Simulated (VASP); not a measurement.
Wanted: the native input for a VASP 6.6.1 run.

```
Task                   : single point
Functional             : LDA
Potentials or basis    : VASP PAW LDA potentials, release 64 (Ni)
Cutoff                 : 520 eV
k mesh                 : 12 × 12 × 7
Occupations            : fermi-dirac, width 0.05 eV
Spin                   : collinear spin, ferromagnetic start
Starting moments       : [1.0, 1.0] μB
Dipole correction      : no
Further INCAR settings : ALGO = Fast; EDIFF = 1e-07; NBANDS = 21
```

The structure of Ni lies in POSCAR:

```
Ni
1.0
    2.3980492245      0.0000000000      0.0000000000
   -1.1990246123      2.0767715480      0.0000000000
    0.0000000000      0.0000000000      3.9896657190
Ni
2
Direct
    0.6666666667      0.3333333333      0.7500000000
    0.3333333333      0.6666666667      0.2500000000
```

This cell differs from its parent crystal: volume scaled by 0.94.

The input as run:

INCAR

```
SYSTEM = Ni
PREC     = Accurate       ! precision mode
ENCUT    = 520            ! plane-wave cutoff, eV
EDIFF    = 1E-7           ! SCF threshold, eV
ISMEAR   = -1             ! smearing method
SIGMA    = 0.05           ! smearing width, eV
LREAL    = .FALSE.        ! projectors in reciprocal space
LASPH    = .TRUE.         ! aspherical terms in the spheres
NELM     = 150            ! most SCF steps
ALGO     = Fast           ! electronic algorithm
ISIF     = 2              ! what is computed and relaxed
LWAVE    = .FALSE.        ! write WAVECAR
LCHARG   = .FALSE.        ! write CHGCAR
ISPIN    = 2              ! spin polarisation
MAGMOM   = 1 1            ! initial moments
LORBIT   = 11             ! projections on sites
LMAXMIX  = 4              ! l up to which the mixer works
GGA      = CA             ! functional
NBANDS   = 21             ! bands
```

KPOINTS

```
Automatic mesh
0
G
  12 12 7
  0 0 0
```

Potentials or basis: VASP PAW LDA potentials, release 64 (Ni).

Command:

```sh
$ cat potpaw_LDA.64/Ni/POTCAR > POTCAR
$ mpirun -np 1 vasp_std > vasp.out
```

It gave:

```json
{
 "Pressure": "3.0 GPa",
 "Net moment": "1.09 μB per cell",
 "Site moments": "Ni +0.55 μB",
 "Valence electrons inside the program's atomic spheres": "Ni 9.50"
}
```

Wall time 31 s on 1 thread of Intel(R) Xeon(R) 6975P-C (Granite Rapids), with other jobs on the host, peak memory 0.15 GiB.
